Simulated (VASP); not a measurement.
# Ca (P6_3/mmc) in VASP: a series of runs

The runs below take Ca through electric field gradients, with PBE.

All numbers are computed with VASP 6.6.1; they aren't measurements. Logs are shortened: lines on timing, memory, paths and dates and some standing lists are left out, and cuts for length are marked.

## (1) The cell of the first run

The structure is hexagonal, space group P6_3/mmc (No. 194). Conventional cell: a = 4.020 Å, b = 4.020 Å, c = 6.390 Å, α = 90.00°, β = 90.00°, γ = 120.00°. Ca (site symmetry -6m2) has 12 Ca at 3.95 to 4.02 Å within 5.2 Å.

This isn't the form of Ca at room conditions, which is fcc.

## (2) Electric field gradients, PBE (z stretched by -2 % at fixed volume)

The input, INCAR:

```
PREC = Accurate
ENCUT = 520
EDIFF = 1E-8
ISMEAR = -1
SIGMA = 0.08
LREAL = False
LASPH = True
NELM = 80
ALGO = Normal
ISIF = 2
LWAVE = False
LCHARG = False
GGA = PE
LEFG = True
NBANDS = 17
```

The input, KPOINTS:

```
Automatic mesh
0
Gamma
  11 11 6
```

The input, POSCAR:

```
Ca
1.0
    4.0204066432      0.0000000000      0.0000000000
   -2.0102033216      3.4817742866      0.0000000000
    0.0000000000      0.0000000000      6.3896000000
Ca
2
Direct
    0.3333333333      0.6666666667      0.2500000000
    0.6666666667      0.3333333333      0.7500000000
```

Potentials or basis: VASP PAW PBE potentials, release 64 (Ca_sv).

On the command line:

```
> cat potpaw_PBE.64/Ca_sv/POTCAR > POTCAR
> mpirun -np 1 vasp_std > vasp.out
```

OUTCAR:

```text
PREC = Accurate
   ENCUT = 520
   EDIFF = 1E-8
   ISMEAR = -1
   LREAL = False
   LASPH = True
   NELM = 80
   ISIF = 2
   GGA = PE

 ion  position               nearest neighbor table
   1  0.333  0.667  0.250-
   2  0.667  0.333  0.750-

  LATTYP: Found a hexagonal cell.
 ALAT       =     4.0204066432
 C/A-ratio  =     1.5892919714

  Lattice vectors:

 A1 = (   4.0204066432,   0.0000000000,   0.0000000000)
 A2 = (  -2.0102033216,   3.4817742866,   0.0000000000)
 A3 = (   0.0000000000,   0.0000000000,   6.3896000000)

Analysis of symmetry for initial positions (statically):
=====================================================================
 Subroutine PRICEL returns:
 Original cell was already a primitive cell.

 Routine SETGRP: Setting up the symmetry group for a
 hexagonal supercell.

 Subroutine GETGRP returns: Found 24 space group operations
 (whereof 12 operations were pure point group operations)
 out of a pool of 24 trial point group operations.

The static configuration has the point symmetry D_3d.
 The point group associated with its full space group is D_6h.

Analysis of symmetry for dynamics (positions and initial velocities):
=====================================================================
 Subroutine PRICEL returns:
 Original cell was already a primitive cell.

 Routine SETGRP: Setting up the symmetry group for a
 hexagonal supercell.

 Subroutine GETGRP returns: Found 24 space group operations
 (whereof 12 operations were pure point group operations)
 out of a pool of 24 trial point group operations.

The dynamic configuration has the point symmetry D_3d.
 The point group associated with its full space group is D_6h.

 Subroutine INISYM returns: Found 24 space group operations
 (whereof 12 operations are pure point group operations),
 and found     1 'primitive' translations

----------------------------------------------------------------------------------------

                                     Primitive cell

  volume of cell :      89.4426

  direct lattice vectors                    reciprocal lattice vectors
     4.020406643  0.000000000  0.000000000     0.248731059  0.143604944  0.000000000
    -2.010203322  3.481774287  0.000000000     0.000000000  0.287209887  0.000000000
     0.000000000  0.000000000  6.389600000     0.000000000  0.000000000  0.156504320

  length of vectors
     4.020406643  4.020406643  6.389600000     0.287209887  0.287209887  0.156504320

  position of ions in fractional coordinates (direct lattice)
     0.333333333  0.666666667  0.250000000
     0.666666667  0.333333333  0.750000000

  ion indices of the primitive-cell ions
   primitive index   ion index
                 1           1
                 2           2

----------------------------------------------------------------------------------------

 KPOINTS: Automatic mesh

Automatic generation of k-mesh.
 Grid dimensions read from file:
 generate k-points for:   11   11    6

 Generating k-lattice:

  Cartesian coordinates                     Fractional coordinates (reciprocal lattice)
     0.022611914  0.013054995  0.000000000     0.090909091  0.000000000  0.000000000
     0.000000000  0.026109990  0.000000000     0.000000000  0.090909091  0.000000000
     0.000000000  0.000000000  0.026084053     0.000000000  0.000000000  0.166666667

  Length of vectors
     0.026109990  0.026109990  0.026084053

  Shift w.r.t. Gamma in fractional coordinates (k-lattice)
     0.000000000  0.000000000  0.000000000

 Subroutine IBZKPT returns following result:
 ===========================================

 Found     64 irreducible k-points:

 Following reciprocal coordinates:
            Coordinates               Weight
  0.000000  0.000000  0.000000      1.000000
  0.090909 -0.000000  0.000000      6.000000
  0.181818 -0.000000  0.000000      6.000000
  0.272727 -0.000000  0.000000      6.000000
  0.363636 -0.000000  0.000000      6.000000
  0.454545 -0.000000  0.000000      6.000000
[... 16 lines left out ...]
  0.090909  0.090909  0.166667     12.000000
  0.181818  0.090909  0.166667     24.000000
 [... further k-points ...]
   k-points           NKPTS =     64   k-points in BZ     NKDIM =     64   number of bands    NBANDS=     17
   number of dos      NEDOS =    301   number of ions     NIONS =      2
   total plane-waves  NPLWV =  43200
   dimension x,y,z NGX =    30 NGY =   30 NGZ =   48
   dimension x,y,z NGXF=    60 NGYF=   60 NGZF=   96
   ions per type =               2
   NGX,Y,Z   is equivalent  to a cutoff of  12.41, 12.41, 12.49 a.u.
   NGXF,Y,Z  is equivalent  to a cutoff of  24.81, 24.81, 24.98 a.u.
 SYSTEM =  unknown system
   PREC   = accura    normal or accurate (medium, high low for compatibility)
   ISTART =      0    job   : 0-new  1-cont  2-samecut
   ICHARG =      2    charge: 1-file 2-atom 10-const
   ISPIN  =      1    spin polarized calculation?
   LNONCOLLINEAR =      F non collinear calculations
   LSORBIT =      F    spin-orbit coupling
   LASPH  =      T    aspherical Exc in radial PAW
   ENCUT  =  520.0 eV  38.22 Ry    6.18 a.u.   7.48  7.48 11.88*2*pi/ulx,y,z
   NELM   =     80;   NELMIN=  2; NELMDL= -5     # of ELM steps
   EDIFF  = 0.1E-07   stopping-criterion for ELM
   LREAL  =      F    real-space projection
   EDIFFG = 0.1E-06   stopping-criterion for IOM
   NSW    =      0    number of steps for IOM
   IBRION =     -1    ionic relax: 0-MD 1-quasi-New 2-CG
   NFREE  =      0    steps in history (QN), initial steepest desc. (CG)
   ISIF   =      2    stress and relaxation
   ISYM   =      2    0-nonsym 1-usesym 2-fastsym
   POTIM  = 0.5000    time-step for ionic-motion
   TEBEG  =    0.0;   TEEND  =   0.0 temperature during run
   PSTRESS=    0.0 pullay stress
   NELECT =      20.0000    total number of electrons
   NUPDOWN=      -1.0000    fix difference up-down
   EMIN   =  10.00;   EMAX   =-10.00  energy-range for DOS
   EFERMI =   0.00;   METHOD = LEGACY
   ISMEAR =    -1;   SIGMA  =   0.08  broadening in eV -4-tet -1-fermi 0-gaus
   EFERMI_NEDOS =   21; number of points for ismear=-14 and -15
   IALGO  =     38    algorithm
   IMIX   =      4    mixing-type and parameters
     AMIX     =   0.40;   BMIX     =  1.00
     AMIX_MAG =   1.60;   BMIX_MAG =  1.00
  volume/ion in A,a.u.               =      44.72       301.79
  Fermi-wavevector in a.u.,A,eV,Ry     =   0.993658  1.877741 13.433785  0.987355
  Thomas-Fermi vector in A             =   2.125555
   LORBIT       =      0    0 simple, 1 ext, 2 COOP (PROOUT), +10 PAW based schemes
   GGA     = PE    functional components
   LHFCALC =     F    Hartree Fock is set to
   AEXX    =    0.0000 exact exchange contribution
   IVDW    =     0    specifies the selected vdW correction
   LEPSILON=     F    determine dielectric tensor
   LRPA    =     F    only Hartree local field effects (RPA)
 non-spin polarized calculation
  energy-cutoff  :      520.00
  volume of cell :       89.44
 maximum number of plane-waves:      2432
 NGX is ok and might be reduce to    30
   NGX = 15   NGY = 15   NGZ = 23

 number of electron      20.0000002 magnetization

 Free energy of the ion-electron system (eV)
  ---------------------------------------------------
  ext. energy  EPLUGINS =         0.00000000
  ---------------------------------------------------
  free energy    TOTEN  =        -3.86259543 eV

  energy without entropy =       -3.80704177  energy(sigma->0) =       -3.83481860

 E-fermi :   1.7777     XC(G=0):  -7.5570

 val. band max:        1.7553413446   @ k =   0.1818   0.0909   0.0000
 cond. band min:       1.7883629140   @ k =   0.2727  -0.0000   0.0000
 fundamental gap:      0.0330215694
 Fermi energy:         1.7776683682

 k-point     1 :       0.0000    0.0000    0.0000
  band No.  band energies     occupation
      1     -40.4016      2.00000
      2     -40.3899      2.00000
      3     -21.4399      2.00000
      4     -21.3456      2.00000
      5     -21.3456      2.00000
      6     -21.3273      2.00000
[... 9 lines left out ...]
     16       4.2809      0.00000
     17       4.5621      0.00000

 k-point     2 :       0.0909   -0.0000    0.0000
  band No.  band energies     occupation
      1     -40.4009      2.00000
      2     -40.3897      2.00000
      3     -21.4369      2.00000
      4     -21.3516      2.00000
      5     -21.3476      2.00000
      6     -21.3336      2.00000
[... 9 lines left out ...]
     16       4.3627      0.00000
     17       4.4472      0.00000

 k-point     3 :       0.1818   -0.0000    0.0000
  band No.  band energies     occupation
      1     -40.3990      2.00000
      2     -40.3890      2.00000
      3     -21.4285      2.00000
      4     -21.3678      2.00000
      5     -21.3530      2.00000
      6     -21.3503      2.00000
[... 9 lines left out ...]
     16       4.2914      0.00000
     17       4.4748      0.00000

 k-point     4 :       0.2727   -0.0000    0.0000
  band No.  band energies     occupation
      1     -40.3964      2.00000
      2     -40.3883      2.00000
      3     -21.4161      2.00000
      4     -21.3892      2.00000
      5     -21.3717      2.00000
      6     -21.3597      2.00000
[... 9 lines left out ...]
     16       4.6801      0.00000
     17       4.7558      0.00000

 k-point     5 :       0.3636   -0.0000    0.0000
  band No.  band energies     occupation
      1     -40.3937      2.00000
      2     -40.3878      2.00000
      3     -21.4091      2.00000
      4     -21.4023      2.00000
      5     -21.3910      2.00000
      6     -21.3658      2.00000
[... 9 lines left out ...]
     16       5.1073      0.00000
     17       5.1672      0.00000

 k-point     6 :       0.4545   -0.0000    0.0000
  band No.  band energies     occupation
      1     -40.3919      2.00000
      2     -40.3878      2.00000
      3     -21.4211      2.00000
      4     -21.4022      2.00000
      5     -21.3914      2.00000
      6     -21.3693      2.00000
[... 9 lines left out ...]
     16       5.5483      0.00000
     17       5.5609      0.00000
[... 281 lines left out ...]
 k-point    21 :       0.3636   -0.0000    0.1667
  band No.  band energies     occupation
      1     -40.3934      2.00000
      2     -40.3882      2.00000
      3     -21.4187      2.00000
      4     -21.3980      2.00000
      5     -21.3861      2.00000
      6     -21.3639      2.00000
[... 9 lines left out ...]
     16       5.0836      0.00000
     17       5.1211      0.00000

 k-point    22 :       0.4545   -0.0000    0.1667
  band No.  band energies     occupation
      1     -40.3916      2.00000
      2     -40.3881      2.00000
      3     -21.4268      2.00000
      4     -21.4084      2.00000
      5     -21.3814      2.00000
      6     -21.3674      2.00000
[... 9 lines left out ...]
     16       5.3843      0.00000
     17       5.5519      0.00000

 k-point    23 :       0.0909    0.0909    0.1667
  band No.  band energies     occupation
      1     -40.3989      2.00000
      2     -40.3899      2.00000
      3     -21.4252      2.00000
      4     -21.3594      2.00000
      5     -21.3540      2.00000
      6     -21.3463      2.00000
[... 9 lines left out ...]
     16       4.3683      0.00000
     17       4.5663      0.00000

 k-point    24 :       0.1818    0.0909    0.1667
  band No.  band energies     occupation
      1     -40.3967      2.00000
      2     -40.3891      2.00000
      3     -21.4181      2.00000
      4     -21.3753      2.00000
      5     -21.3704      2.00000
      6     -21.3548      2.00000
[... 9 lines left out ...]
     16       4.5275      0.00000
     17       4.6830      0.00000

 [... further k-points ...]
[... 5 lines left out ...]
  --------------------------------------------------------------------------------------
  -------------------------------------------------------------------------------------
  Total       -0.6076791     -0.6076791     -0.1056251     -0.0000000     -0.0000000      0.0000000
  in kB      -10.8853050    -10.8853050     -1.8920539     -0.0000000     -0.0000000      0.0000000
  external PRESSURE =      -7.8875547 kB  Pullay stress =       0.0000000 kB

 VOLUME and BASIS-vectors are now :
 -----------------------------------------------------------------------------
  energy-cutoff  :      520.00
  volume of cell :       89.44
      direct lattice vectors                 reciprocal lattice vectors
     4.020406643  0.000000000  0.000000000     0.248731059  0.143604944  0.000000000
    -2.010203322  3.481774287  0.000000000     0.000000000  0.287209887  0.000000000
     0.000000000  0.000000000  6.389600000     0.000000000  0.000000000  0.156504320

 POSITION                                       TOTAL-FORCE (eV/Angst)
 -----------------------------------------------------------------------------------
     -0.00000      2.32118      1.59740         0.000000      0.000000      0.000000
      2.01020      1.16059      4.79220         0.000000     -0.000000      0.000000
 -----------------------------------------------------------------------------------
    total drift:                               -0.000000      0.000000     -0.000000

  FREE ENERGIE OF THE ION-ELECTRON SYSTEM (eV)
  ---------------------------------------------------
  free  energy   TOTEN  =        -3.8625954272 eV

  energy  without entropy=       -3.8070417726  energy(sigma->0) =       -3.83481860

 Electric field gradients (V/A^2)
---------------------------------------------------------------------
 ion       V_xx      V_yy      V_zz      V_xy      V_xz      V_yz
---------------------------------------------------------------------
   1       0.511     0.510    -1.021    -0.001     0.000    -0.000
   2       0.511     0.510    -1.021    -0.001    -0.000     0.000
---------------------------------------------------------------------

 Electric field gradients after diagonalization (V/A^2)
 (convention: |V_zz| > |V_xx| > |V_yy|)
----------------------------------------------------------------------
 ion       V_xx      V_yy      V_zz     asymmetry (V_yy - V_xx)/ V_zz
----------------------------------------------------------------------
   1       0.511     0.509    -1.021       0.002
   2       0.511     0.509    -1.021       0.002
----------------------------------------------------------------------

           NMR quadrupolar parameters

 Cq : quadrupolar parameter    Cq=e*Q*V_zz/h
 eta: asymmetry parameters     (V_yy - V_xx)/ V_zz
 Q  : nuclear electric quadrupole moment in mb (millibarn)
----------------------------------------------------------------------
 ion       Cq(MHz)       eta       Q (mb)
----------------------------------------------------------------------
   1      -0.002       0.002       1.000
   2      -0.002       0.002       1.000
----------------------------------------------------------------------
```

Wall time 61 s (1 thread of Intel Xeon Platinum 8488C (Sapphire Rapids), shared host); peak memory 0.24 GiB.

Results:

```
Free energy                             : -3.8626 eV
Pressure                                : -0.8 GPa
Band gap on the k mesh                  : zero (bands 10 and 11 overlap by 0.37 eV)
Largest electric field gradient by atom : Ca -1.0 V/Å²
```

Stress tensor (GPa, compression positive):
```
-1.09  0.00  0.00
 0.00 -1.09  0.00
 0.00  0.00 -0.19
```

Electric field gradients, principal values (V/Å²):
| atom | least | middle | greatest (by size) |
| --- | --- | --- | --- |
| 1 Ca | 0.509 | 0.511 | -1.021 |
| 2 Ca | 0.509 | 0.511 | -1.021 |

Caveat: without QUAD_EFG the Cq values of the log hold for a quadrupole moment of 1 mb, not for the nuclei.

[end of part 1 of 2]
